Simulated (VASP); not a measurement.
Crystal: Ir.

```
Ir
1.0
     0.00000    1.80651    2.16781
     1.80651    0.00000    2.16781
     1.80651    1.80651    0.00000
Ir
1
Direct
  0.00000 0.00000 0.00000
```

This cell differs from its parent crystal: ratio of the length along z to the lengths across it x 1.2, volume and fractional coordinates fixed.

Base run:

- Program: VASP 6.6.1
- Functional: LDA
- Potentials or basis: VASP PAW LDA potentials, release 64 (Ir_sv_GW)
- Cutoff: 500 eV
- k mesh: 8 × 8 × 8
- Occupations: gaussian, width 0.15 eV
- Spin: no spin polarisation

Its results: pressure -0.7 GPa.

Question: The run is repeated on the same cell with these changes: potentials or basis from VASP PAW LDA potentials, release 64 (Ir_sv_GW) to VASP PAW LDA potentials, release 64 (Ir); cutoff from 500 eV to 520 eV; further incar settings from ALGO = Normal; EDIFF = 1e-06; NBANDS = 14 to ALGO = Fast; EDIFF = 1e-06; NBANDS = 10; valence electrons from 17 to 9. What comes out?

Answer: Pressure 3.5 GPa.
